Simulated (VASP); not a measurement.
Wanted: the native input for a VASP 6.6.1 run.

| Property | Result |
| --- | --- |
| Task | single point |
| Functional | PBEsol |
| Potentials or basis | VASP PAW PBE potentials, release 64 (Ca_sv, B) |
| Cutoff | 520 eV |
| k mesh | 8 × 8 × 8 |
| Occupations | gaussian, width 0.01 eV |
| Spin | no spin polarisation |
| Dipole correction | no |
| Further INCAR settings | ALGO = Normal; EDIFF = 1e-06; NBANDS = 23 |

The structure of CaB6 lies in POSCAR:

```
CaB6
1.0
    4.1479177234      0.0000000000      0.0000000000
    0.0000000000      4.1479177234      0.0000000000
    0.0000000000      0.0000000000      4.1479177234
Ca B
1 6
Direct
    0.0000000000      0.0000000000      0.0000000000
    0.2017760847      0.5000000000      0.5000000000
    0.5000000000      0.2017760847      0.5000000000
    0.7982239153      0.5000000000      0.5000000000
    0.5000000000      0.7982239153      0.5000000000
    0.5000000000      0.5000000000      0.2017760847
    0.5000000000      0.5000000000      0.7982239153
```

The input as run:

INCAR

```
SYSTEM = CaB6
PREC = Accurate ; ENCUT = 520
EDIFF = 1E-6 ; ISMEAR = 0
SIGMA = 0.01 ; LREAL = .FALSE.
LASPH = .TRUE. ; NELM = 80
ALGO = Normal ; ISIF = 2
LWAVE = .FALSE. ; LCHARG = .FALSE.
GGA = PS ; NBANDS = 23
```

KPOINTS

```
regular mesh
0
G
  8 8 8
  0 0 0
```

Potentials or basis: VASP PAW PBE potentials, release 64 (Ca_sv, B).

Run with:

```sh
$ cat potpaw_PBE.64/Ca_sv/POTCAR potpaw_PBE.64/B/POTCAR > POTCAR
$ mpirun -np 1 vasp_std > vasp.out
```

Results of the run:

The pressure is -2.0 GPa and the largest force is 0.006 eV/Å. The band gap on the k mesh is 0.07 eV (least direct gap 0.10 eV).

Caveat: the PAW data sets were made with another functional, which shifts forces and pressure a little.

Run time: 39 s on 1 thread of Intel(R) Xeon(R) Platinum 8259CL CPU @ 2.50GHz (Skylake/Cascade Lake) (shared host), peak memory 0.2 GiB.
